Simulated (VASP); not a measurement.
A run of VASP 6.6.1:

Contents of INCAR:

```
ALGO = Normal
EDIFF = 1E-6
ENCUT = 520
GGA = PE
GGA_COMPAT = False
ISIF = 2
ISMEAR = -1
LASPH = True
LCHARG = False
LREAL = Auto
LWAVE = False
NBANDS = 402
NELECT = 698.0
NELM = 120
PREC = Accurate
SIGMA = 0.01
```

File KPOINTS:

```
k-points
0
Gamma
  1 1 1
```

File POSCAR:

```
Hf31CuO63
1.0
   10.3232443365      0.0000000000     -0.0100672117
    0.0000000000     10.4249879531      0.0000000000
   -1.7858212373      0.0000000000     10.5551946600
Hf O Cu
31 63 1
Direct
    0.1388948512      0.2276373538      0.3526087411
    0.3633474580      0.4773346522      0.3970092331
    0.3620080864      0.2717898464      0.1441434915
    0.1405321299      0.0208516785      0.1039676273
    0.1359287472      0.2315799448      0.8527800766
    0.3632301022      0.4799416273      0.8947127709
    0.3624517902      0.2708496982      0.6468138273
    0.1305850849      0.0264277742      0.6026806280
    0.1382851667      0.7266514787      0.3542260140
    0.3622886910      0.9766084138      0.3948188217
    0.3640271057      0.7688019910      0.1463235056
    0.1364580535      0.5192630103      0.1036218105
    0.1347598293      0.7281719925      0.8565944370
    0.3642811364      0.9780587496      0.8948840277
    0.3418638237      0.7805471944      0.6421077213
    0.1362766568      0.5218480546      0.6046961251
    0.6380406764      0.2227524725      0.3517859036
    0.8635832991      0.4745030393      0.3949868506
    0.8651241669      0.2724776367      0.1423126068
    0.6396951790      0.0216329351      0.1062972847
    0.6362503504      0.2289367510      0.8525649790
    0.8566100198      0.4834175517      0.8885025906
    0.8582766732      0.2739129073      0.6401925101
    0.6364618326      0.0195531313      0.6057163939
    0.6396806641      0.7250868032      0.3597750924
    0.8612329370      0.9763329418      0.3992648310
    0.8661381183      0.7729042198      0.1517296581
    0.6379250497      0.5194091482      0.1049017834
    0.6468691633      0.7377529036      0.8714625741
    0.8651600459      0.9832197169      0.8963996249
    0.8562378009      0.7657683794      0.6503574216
    0.2307392351      0.3725370858      0.4885639072
    0.2770149039      0.1202235695      0.2609947388
    0.2782691198      0.1270028785      0.0097817192
    0.2253326910      0.3768035623      0.2374649765
    0.0356174103      0.1629696478      0.1740009596
    0.4669688736      0.4123860657      0.0713561159
    0.4706777718      0.3403369839      0.3240765707
    0.0300442414      0.0880576040      0.4245549540
    0.2238743771      0.3715646700      0.9874317981
    0.2749814361      0.1234663541      0.7611567958
    0.2743433283      0.1281381583      0.5111153049
    0.2248102692      0.3808297497      0.7383970367
    0.0314265772      0.1665880736      0.6752655889
    0.4682988478      0.4201087013      0.5797404848
    0.4653329752      0.3345208096      0.8250879407
    0.0344038888      0.0886958478      0.9250355926
    0.2199557095      0.8743537892      0.4881251291
    0.2772437835      0.6194051810      0.2640782194
    0.2741490595      0.6272021282      0.0121302859
    0.2270910026      0.8768475743      0.2379222989
    0.0345648182      0.6624220639      0.1768577225
    0.4718013466      0.9054402969      0.0691791839
    0.4684916910      0.8345782818      0.3239734479
    0.0340339528      0.5870139826      0.4266365933
    0.2269461865      0.8713991059      0.9870235397
    0.2763034975      0.6257322071      0.7607614748
    0.2758214770      0.6318582949      0.5140366199
    0.2209167975      0.8827800607      0.7372608611
    0.0305899179      0.6620324951      0.6774229468
    0.4678634147      0.9013785771      0.5723035789
    0.4673768184      0.8280211714      0.8119020609
    0.0305041718      0.5883920892      0.9254408071
    0.7368924827      0.3547612685      0.4749700866
    0.7757008676      0.1195799497      0.2616058913
    0.7747363063      0.1293762391      0.0119647782
    0.7261556880      0.3770609414      0.2304010385
    0.5307530782      0.1608013324      0.1725540826
    0.9650079235      0.4144283045      0.0702356709
    0.9707106128      0.3375950463      0.3206153486
    0.5315579923      0.0835389229      0.4252870262
    0.7238519451      0.3736756108      0.9791855631
    0.7745633113      0.1263123832      0.7616168334
    0.7732744091      0.1185840843      0.5135507058
    0.7235476072      0.3916694137      0.7217342707
    0.5313748613      0.1619859364      0.6732326400
    0.9715943796      0.4105721030      0.5726606696
    0.9615115896      0.3394909029      0.8220109657
    0.5356826582      0.0830048506      0.9226763575
    0.7254067693      0.8625695779      0.4930447455
    0.7761137601      0.6215054613      0.2688365316
    0.7748348851      0.6305045805      0.0209444891
    0.7243165528      0.8771628530      0.2426907930
    0.5316050492      0.6545847587      0.1826804747
    0.9692603204      0.9140245478      0.0757364077
    0.9691928063      0.8365702324      0.3272513679
    0.5303498759      0.5961272738      0.4484720586
    0.7297520062      0.8746058837      0.9952347020
    0.7665677426      0.6389115959      0.7741529103
    0.7697606466      0.6128277009      0.5206311141
    0.7214560709      0.8826843118      0.7431932917
    0.9646935820      0.9119827301      0.5776638808
    0.9659028228      0.8381354697      0.8259969729
    0.5336640123      0.5894237980      0.9203668746
    0.6300160195      0.5007719828      0.5790949375
```

Potentials or basis: VASP PAW PBE potentials, release 64 (Hf_pv, O, Cu).

Command:

```console
$ cat potpaw_PBE.64/Hf_pv/POTCAR potpaw_PBE.64/O/POTCAR potpaw_PBE.64/Cu/POTCAR > POTCAR
$ mpirun -np 1 vasp_gam > vasp.out
```

Hardware: 1 thread of Intel Xeon 8259CL, with other jobs on the host.

How long does it take, and how much memory?

It took 59 min on 1 thread of Intel Xeon 8259CL, on a shared host, peak memory 1.1 GiB. Counts: scf iterations 36, k points 1.
